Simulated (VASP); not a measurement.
# Al36CN35 (a cell with a defect) in VASP: notebook

The runs below take Al36CN35 (a cell with a defect) through single point, with PBE.

All numbers are computed with VASP 6.6.1; they aren't measurements. Logs are shortened: lines on timing, memory, paths and dates and some standing lists are left out, and cuts for length are marked.

## (1) The cell of the first run

The cell holds a defect, 72 atoms: a = 9.389 Å, b = 9.389 Å, c = 10.035 Å, α = 90.00°, β = 90.00°, γ = 120.00°.

## (2) Single point, PBE

The input, INCAR:

```
  PREC = Accurate
  ENCUT = 520
  EDIFF = 1E-6
  ISMEAR = 0
  SIGMA = 0.01
  LREAL = Auto
  LASPH = True
  NELM = 60
  ALGO = Normal
  ISIF = 2
  LWAVE = False
  LCHARG = True
  GGA = PE
  LELF = True
  LVHAR = True
  NBANDS = 186
  NELECT = 288.0
```

The input, KPOINTS:

```
Automatic mesh
0
Gamma
  1 1 1
  0.25 0.25 0.25
```

The input, POSCAR:

```
Al36CN35
1.0
    9.3892708692      0.0000000883      0.0000000000
   -4.6946355111      8.1313470516      0.0000000000
    0.0000000000      0.0000000000     10.0348065900
Al N C
36 35 1
Direct
    0.2238483560      0.1116417047      0.2507286051
    0.1127016739      0.2228702057      0.4993873995
    0.2220462632      0.1104985380      0.7504714130
    0.1110928974      0.2220837298      1.0008145396
    0.2238439927      0.4451217935      0.2507521407
    0.1111599417      0.5554404731      0.5003089023
    0.2219593225      0.4444068286      0.7504794795
    0.1110973920      0.5552422220      1.0008312714
    0.2223093879      0.7775877960      0.2505962892
    0.1112242679      0.8888785650      0.5002887729
    0.2222894592      0.7775960509      0.7503720122
    0.1110882008      0.8888831262      1.0008237677
    0.5548371489      0.1114841288      0.2507502057
    0.4447466056      0.2224144407      0.5006716515
    0.5555412488      0.1103837761      0.7505157988
    0.4448345731      0.2226610690      0.9979744751
    0.5556992457      0.4442749263      0.2519562890
    0.4445917651      0.5553907465      0.5007002821
    0.5557360833      0.4443021603      0.7435149300
    0.4448096308      0.5551819917      0.9979752621
    0.5548367971      0.7760880746      0.2507350986
    0.4444235898      0.8887361040      0.5003201906
    0.5555098800      0.7779514002      0.7505024589
    0.4446788432      0.8888270323      1.0008658403
    0.8890488921      0.1108924910      0.2514140985
    0.7771476953      0.2227927636      0.4993717271
    0.8889974040      0.1108696270      0.7495768667
    0.7778914665      0.2219891946      1.0008570873
    0.8884378910      0.4450679509      0.2507036572
    0.7776678276      0.5552657036      0.5006345115
    0.8895019813      0.4443292525      0.7504944252
    0.7773028170      0.5551525666      0.9979747918
    0.8883759571      0.7761021187      0.2507534890
    0.7771212648      0.8872344884      0.4994053982
    0.8895169667      0.7779551577      0.7504629865
    0.7778518380      0.8888170467      1.0008297318
    0.2200908300      0.1084644325      0.4408513020
    0.1114097467      0.2219195518      0.1912417623
    0.2209966201      0.1107252834      0.9407264666
    0.1114511691      0.2219143384      0.6906522084
    0.2200373679      0.4452266752      0.4408620161
    0.1114937348      0.5553029213      0.1907972671
    0.2209929942      0.4438139116      0.9407312269
    0.1115369431      0.5554944817      0.6912515415
    0.2220838644      0.7778074244      0.4411895603
    0.1114839467      0.8885058735      0.1907975956
    0.2221078735      0.7778047405      0.9409902275
    0.1115531994      0.8884478786      0.6912359971
    0.5547180537      0.1082387339      0.4408676818
    0.4440335470      0.2203748054      0.1868949085
    0.5561704702      0.1106798129      0.9407519567
    0.4428063238      0.2179806844      0.6936289082
    0.4440337790      0.5559516354      0.1869048622
    0.5554835417      0.4445081886      0.9370666726
    0.4427757114      0.5571366667      0.6935829208
    0.5547241188      0.7799809574      0.4408717346
    0.4446314110      0.8884531423      0.1908289186
    0.5561560302      0.7790064962      0.9407354310
    0.4444282621      0.8883789094      0.6912293425
    0.8888490117      0.1111390954      0.4414944601
    0.7780608023      0.2218136831      0.1912838627
    0.8888064323      0.1111331810      0.9407152056
    0.7780427804      0.2218584838      0.6906308744
    0.8917003470      0.4451494557      0.4408457092
    0.7796233910      0.5559556087      0.1868930697
    0.8892355749      0.4437388616      0.9407512589
    0.7820380725      0.5571865992      0.6936110392
    0.8915731545      0.7799208009      0.4408794404
    0.7780425475      0.8885184205      0.1912274995
    0.8892365514      0.7789761039      0.9407143480
    0.7779661578      0.8884316103      0.6906790184
    0.5555371921      0.4445286560      0.4429209437
```

Potentials or basis: VASP PAW PBE potentials, release 64 (Al, N, C).

The run is started by

```console
> cat potpaw_PBE.64/Al/POTCAR potpaw_PBE.64/N/POTCAR potpaw_PBE.64/C/POTCAR > POTCAR
> mpirun -np 1 vasp_std > vasp.out
```

OUTCAR:

```text
PREC = Accurate
   ENCUT = 520
   EDIFF = 1E-6
   ISMEAR = 0
   LREAL = Auto
   LASPH = True
   NELM = 60
   ISIF = 2
   GGA = PE
   NELECT = 288.0

 ion  position               nearest neighbor table
   1  0.224  0.112  0.251-  50 1.90  38 1.91  37 1.91  46 1.91   2 3.08  14 3.08  10 3.09  12 3.09
                             4 3.10  16 3.11  13 3.11  17 3.12   9 3.13   5 3.13  25 3.14  33 3.15
   2  0.113  0.223  0.499-  37 1.90  41 1.90  60 1.91  40 1.92   5 3.08   1 3.08  25 3.08   7 3.10
                             3 3.10  27 3.10  18 3.12  14 3.12  10 3.13   6 3.13  26 3.15  34 3.15
   3  0.222  0.110  0.750-  52 1.88  48 1.90  40 1.90  39 1.91  16 3.07  10 3.09  12 3.09  14 3.09
                             4 3.10   2 3.10  35 3.12  11 3.13  27 3.13  15 3.13  19 3.13   7 3.14
   4  0.111  0.222  0.001-  39 1.90  43 1.90  62 1.91  38 1.91   7 3.09   5 3.10   1 3.10  25 3.10
                             3 3.10  27 3.10  28 3.13   8 3.13  12 3.13  36 3.13  20 3.13  16 3.13
   5  0.224  0.445  0.251-  53 1.90  42 1.91  41 1.91  38 1.91   2 3.08  18 3.08   6 3.09   8 3.09
                             4 3.10  21 3.11  20 3.11  17 3.12   9 3.13   1 3.13  25 3.14  29 3.15
   6  0.111  0.555  0.500-  41 1.88  64 1.88  45 1.90  44 1.92   9 3.09  31 3.09  29 3.09   7 3.09
                             5 3.09  11 3.09  22 3.13  26 3.13   2 3.13  30 3.13  10 3.13  18 3.13
   7  0.222  0.444  0.750-  55 1.88  44 1.90  40 1.91  43 1.91  20 3.07   6 3.09  18 3.09   8 3.09
                             4 3.09   2 3.10  31 3.12  11 3.13  27 3.13  23 3.13  19 3.14   3 3.14
   8  0.111  0.555  0.001-  43 1.90  66 1.90  42 1.91  47 1.91   9 3.09  31 3.09   7 3.09  29 3.09
                             5 3.09  11 3.10   4 3.13  28 3.13  24 3.13  12 3.13  20 3.13  32 3.13
   9  0.222  0.778  0.251-  46 1.90  42 1.90  57 1.90  45 1.91  22 3.09   6 3.09  10 3.09  24 3.09
[... 89 lines left out ...]
  71  0.778  0.888  0.691-  35 1.90  27 1.90  23 1.91  34 1.92
  72  0.556  0.445  0.443-  18 1.89  14 1.90  30 1.90  17 1.92

  LATTYP: Found a hexagonal cell.
 ALAT       =     9.3892708692
 C/A-ratio  =     1.0687524867

  Lattice vectors:

 A1 = (   9.3892708692,   0.0000000883,   0.0000000000)
 A2 = (  -4.6946355111,   8.1313470516,   0.0000000000)
 A3 = (   0.0000000000,   0.0000000000,  10.0348065900)

Analysis of symmetry for initial positions (statically):
=====================================================================
 Subroutine PRICEL returns:
 Original cell was already a primitive cell.

 Routine SETGRP: Setting up the symmetry group for a
 hexagonal supercell.

 Subroutine GETGRP returns: Found  1 space group operations
 (whereof  1 operations were pure point group operations)
 out of a pool of 24 trial point group operations.

The static configuration has the point symmetry C_1 .

Analysis of symmetry for dynamics (positions and initial velocities):
=====================================================================
 Subroutine PRICEL returns:
 Original cell was already a primitive cell.

 Routine SETGRP: Setting up the symmetry group for a
 hexagonal supercell.

 Subroutine GETGRP returns: Found  1 space group operations
 (whereof  1 operations were pure point group operations)
 out of a pool of 24 trial point group operations.

The dynamic configuration has the point symmetry C_1 .

 Subroutine INISYM returns: Found  1 space group operations
 (whereof  1 operations are pure point group operations),
 and found     1 'primitive' translations

----------------------------------------------------------------------------------------

                                     Primitive cell

  volume of cell :     766.1316

  direct lattice vectors                    reciprocal lattice vectors
     9.389270869  0.000000088  0.000000000     0.106504542  0.061490427  0.000000000
    -4.694635511  8.131347052  0.000000000    -0.000000001  0.122980853  0.000000000
     0.000000000  0.000000000 10.034806590     0.000000000  0.000000000  0.099653141

  length of vectors
     9.389270869  9.389270869 10.034806590     0.122980853  0.122980853  0.099653141

[... 176 lines left out ...]
            Coordinates               Weight
  0.250000  0.250000  0.250000      2.000000
 -0.250000  0.500000  0.250000      2.000000
  0.500000  0.250000  0.250000      2.000000
 -0.250000 -0.250000  0.250000      2.000000
  0.250000  0.500000  0.250000      2.000000
  0.500000 -0.250000  0.250000      2.000000
   k-points           NKPTS =      6   k-points in BZ     NKDIM =      6   number of bands    NBANDS=    186
   number of dos      NEDOS =    301   number of ions     NIONS =     72
   total plane-waves  NPLWV = 392000
   dimension x,y,z NGX =    70 NGY =   70 NGZ =   80
   dimension x,y,z NGXF=   140 NGYF=  140 NGZF=  160
   ions per type =              36  35   1
   NGX,Y,Z   is equivalent  to a cutoff of  12.39, 12.39, 13.25 a.u.
   NGXF,Y,Z  is equivalent  to a cutoff of  24.79, 24.79, 26.51 a.u.
 SYSTEM =  unknown system
   PREC   = accura    normal or accurate (medium, high low for compatibility)
   ISTART =      0    job   : 0-new  1-cont  2-samecut
   ICHARG =      2    charge: 1-file 2-atom 10-const
   ISPIN  =      1    spin polarized calculation?
   LNONCOLLINEAR =      F non collinear calculations
   LSORBIT =      F    spin-orbit coupling
   LASPH  =      T    aspherical Exc in radial PAW
   ENCUT  =  520.0 eV  38.22 Ry    6.18 a.u.  17.46 17.46 18.66*2*pi/ulx,y,z
   NELM   =     60;   NELMIN=  2; NELMDL= -5     # of ELM steps
   EDIFF  = 0.1E-05   stopping-criterion for ELM
   LREAL  =      T    real-space projection
   EDIFFG = 0.1E-04   stopping-criterion for IOM
   NSW    =      0    number of steps for IOM
   IBRION =     -1    ionic relax: 0-MD 1-quasi-New 2-CG
   NFREE  =      0    steps in history (QN), initial steepest desc. (CG)
   ISIF   =      2    stress and relaxation
   ISYM   =      2    0-nonsym 1-usesym 2-fastsym
   POTIM  = 0.5000    time-step for ionic-motion
   TEBEG  =    0.0;   TEEND  =   0.0 temperature during run
   PSTRESS=    0.0 pullay stress
   NELECT =     288.0000    total number of electrons
   NUPDOWN=      -1.0000    fix difference up-down
   EMIN   =  10.00;   EMAX   =-10.00  energy-range for DOS
   EFERMI =   0.00;   METHOD = LEGACY
   ISMEAR =     0;   SIGMA  =   0.01  broadening in eV -4-tet -1-fermi 0-gaus
   EFERMI_NEDOS =   21; number of points for ismear=-14 and -15
   IALGO  =     38    algorithm
   IMIX   =      4    mixing-type and parameters
     AMIX     =   0.40;   BMIX     =  1.00
     AMIX_MAG =   1.60;   BMIX_MAG =  1.00
  volume/ion in A,a.u.               =      10.64        71.81
  Fermi-wavevector in a.u.,A,eV,Ry     =   1.181511  2.232733 18.993310  1.395969
  Thomas-Fermi vector in A             =   2.317783
   LORBIT       =      0    0 simple, 1 ext, 2 COOP (PROOUT), +10 PAW based schemes
   GGA     = PE    functional components
   LHFCALC =     F    Hartree Fock is set to
   AEXX    =    0.0000 exact exchange contribution
   IVDW    =     0    specifies the selected vdW correction
   LEPSILON=     F    determine dielectric tensor
   LRPA    =     F    only Hartree local field effects (RPA)
 non-spin polarized calculation
 Gauss-broadening in eV      SIGMA  =   0.01
  energy-cutoff  :      520.00
  volume of cell :      766.13
 maximum number of plane-waves:     20622
 NGX is ok and might be reduce to    70
   NGX = 35   NGY = 35   NGZ = 37

 number of electron     287.9999980 magnetization

 Free energy of the ion-electron system (eV)
  ---------------------------------------------------
  ext. energy  EPLUGINS =         0.00000000
  ---------------------------------------------------
  free energy    TOTEN  =      -526.53286456 eV

  energy without entropy =     -526.53286456  energy(sigma->0) =     -526.53286456

 E-fermi :   6.6827     XC(G=0): -10.8552

 val. band max:        6.6048867235   @ k =   0.5000   0.2500   0.2500
 cond. band min:      11.1314462283   @ k =  -0.2500   0.5000   0.2500
 fundamental gap:      4.5265595048
 Fermi energy:         6.6826874023

 k-point     1 :       0.2500    0.2500    0.2500
  band No.  band energies     occupation
      1      -8.8419      2.00000
      2      -8.5576      2.00000
      3      -8.4717      2.00000
      4      -8.3869      2.00000
      5      -8.1442      2.00000
      6      -8.0151      2.00000
[... 943 lines left out ...]
    155      11.9312      0.00000
    156      11.9998      0.00000
 [bands above 156 left out]

------------------------ aborting loop because EDIFF is reached ----------------------------------------

  FORCE on cell =-STRESS in cart. coord.  units (eV):
  Direction    XX          YY          ZZ          XY          YZ          ZX
  --------------------------------------------------------------------------------------
  -------------------------------------------------------------------------------------
  Total       13.0540788     12.0552965     16.3106972     -0.8629727      0.0136566     -0.0118665
  in kB       27.2994211     25.2107117     34.1098439     -1.8046968      0.0285594     -0.0248160
  external PRESSURE =      28.8733256 kB  Pullay stress =       0.0000000 kB

 VOLUME and BASIS-vectors are now :
 -----------------------------------------------------------------------------
  energy-cutoff  :      520.00
  volume of cell :      766.13
      direct lattice vectors                 reciprocal lattice vectors
     9.389270869  0.000000088  0.000000000     0.106504542  0.061490427  0.000000000
    -4.694635511  8.131347052  0.000000000    -0.000000001  0.122980853  0.000000000
     0.000000000  0.000000000 10.034806590     0.000000000  0.000000000  0.099653141

 POSITION                                       TOTAL-FORCE (eV/Angst)
 -----------------------------------------------------------------------------------
      1.57766      0.90780      2.51601         0.029792     -0.020776      0.002645
      0.01189      1.81223      5.01126        -0.027201      0.018499      0.002036
      1.56610      0.89850      7.53084         0.020725     -0.018195      0.000267
      0.00048      1.80584      0.00817        -0.021359      0.013542      0.003151
      0.01205      3.61944      2.51625         0.024103     -0.011904      0.005076
     -1.56388      4.51648      5.02050        -0.021383      0.019803      0.005025
[... 64 lines left out ...]
      3.13367      7.22415      6.93083        -0.031343      0.023127      0.000167
      3.12919      3.61462      4.44463         0.025423     -0.015139     -0.001575
 -----------------------------------------------------------------------------------
    total drift:                               -0.004130      0.007419      0.028884

  FREE ENERGIE OF THE ION-ELECTRON SYSTEM (eV)
  ---------------------------------------------------
  free  energy   TOTEN  =      -526.5328645640 eV

  energy  without entropy=     -526.5328645640  energy(sigma->0) =     -526.53286456
```

Wall time 54 min (1 thread of Intel Xeon 8259CL, shared host); peak memory 1.1 GiB.

Results:

* Free energy: -526.5329 eV
* Largest force: 0.057 eV/Å

Forces in eV/Å, atoms in the order of the input:
```
Al   0.030 -0.021  0.003
Al  -0.027  0.018  0.002
Al   0.021 -0.018  0.000
Al  -0.021  0.014  0.003
Al   0.024 -0.012  0.005
Al  -0.021  0.020  0.005
Al   0.032 -0.014 -0.001
Al  -0.028  0.013  0.004
Al   0.032 -0.014  0.006
Al  -0.022  0.005  0.002
Al   0.032 -0.013  0.001
Al  -0.025  0.013  0.007
Al   0.025 -0.015  0.006
Al  -0.022  0.001  0.008
Al   0.027 -0.010 -0.007
Al  -0.026  0.019 -0.008
Al   0.026 -0.014 -0.013
Al  -0.024  0.017  0.004
Al   0.019 -0.014  0.001
Al  -0.020  0.009 -0.006
Al   0.020 -0.009  0.011
Al  -0.023  0.017  0.002
Al   0.025 -0.019 -0.005
Al  -0.028  0.018  0.003
Al   0.019 -0.013  0.000
Al  -0.030  0.011 -0.002
Al   0.025 -0.012 -0.004
Al  -0.027  0.018  0.003
Al   0.028 -0.015  0.007
Al  -0.019  0.017  0.013
Al   0.024 -0.014 -0.001
Al  -0.025  0.011 -0.009
Al   0.026 -0.010  0.001
Al  -0.039  0.018  0.000
Al   0.024 -0.013  0.000
Al  -0.021  0.018  0.001
N    0.038 -0.037 -0.001
N   -0.038  0.017 -0.005
N    0.036 -0.021  0.003
N   -0.036  0.022  0.004
N    0.035 -0.027 -0.003
N   -0.039  0.022 -0.004
N    0.038 -0.026  0.001
N   -0.040  0.018 -0.005
N    0.034 -0.020 -0.003
N   -0.046  0.026 -0.001
N    0.037 -0.020  0.001
N   -0.043  0.026 -0.005
N    0.039 -0.011  0.001
N   -0.040  0.021 -0.004
N    0.041 -0.024  0.002
N   -0.037  0.031 -0.012
N   -0.038  0.017 -0.008
N    0.039 -0.023  0.013
N   -0.039  0.025  0.005
N    0.049 -0.023 -0.005
N   -0.040  0.019 -0.007
N    0.041 -0.026  0.003
N   -0.040  0.023  0.002
N    0.037 -0.026 -0.002
N   -0.032  0.021 -0.006
N    0.037 -0.024  0.006
N   -0.041  0.023  0.006
N    0.027 -0.022 -0.002
N   -0.039  0.021 -0.003
N    0.040 -0.025  0.002
N   -0.045  0.016 -0.012
N    0.055 -0.014 -0.004
N   -0.032  0.025  0.000
N    0.039 -0.022  0.003
N   -0.031  0.023  0.000
C    0.025 -0.015 -0.002
```

Caveat: the cell carries a net charge on a neutralising background, which shifts energy and pressure; the cell is charged against a uniform background, so pressure and absolute levels hang on convention.

(Part 1 of 2 ends here.)
